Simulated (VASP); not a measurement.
Rb: single point with LDA

Rb:

```xyz
1
Lattice="-2.6718 2.6718 2.3009 2.6718 -2.6718 2.3009 2.6718 2.6718 -2.3009" Properties=species:S:1:pos:R:3 pbc="T T T"
Rb    0.0000    0.0000    0.0000
```

| Item | Value |
| --- | --- |
| Program | VASP 6.6.1 |
| Task | single point |
| Functional | LDA |
| Potentials or basis | VASP PAW LDA potentials, release 64 (Rb_sv) |
| Cutoff | 520 eV |
| k mesh | 14 × 14 × 14 |
| Occupations | gaussian, width 0.15 eV |
| Spin | no spin polarisation |
| Dipole correction | no |
| Further INCAR settings | ALGO = Fast; EDIFF = 1e-07; NBANDS = 10 |

* Pressure: 0.8 GPa
* Band gap on the k mesh: zero (an odd number of electrons rules out a gap without spin polarisation)

Stress tensor (GPa, compression positive):
```
0.73 0.00 0.00
0.00 0.73 0.00
0.00 0.00 1.04
```

Levels at points of the mesh, in eV from the Fermi level:
```csv
k point,band 2,band 3,band 4,band 5,band 6,band 7,band 8,band 9
"(0.00, 0.00, 0.00)",-12.72,-12.72,-12.71,-2.45,3.25,4.28,4.28,4.39
"(0.50, 0.00, 0.00)",-13.01,-12.81,-12.75,0.16,1.37,2.23,4.88,6.01
"(0.50, 0.50, 0.00)",-13.01,-12.78,-12.71,-0.08,0.89,3.27,4.24,5.36
"(0.50, 0.50, 0.50)",-12.94,-12.94,-12.85,0.75,1.16,3.67,3.67,5.47
```

Wall time 96 s on 1 thread of AMD EPYC 9R45 96-Core Processor (Zen 5) (shared host), peak memory 0.25 GiB.
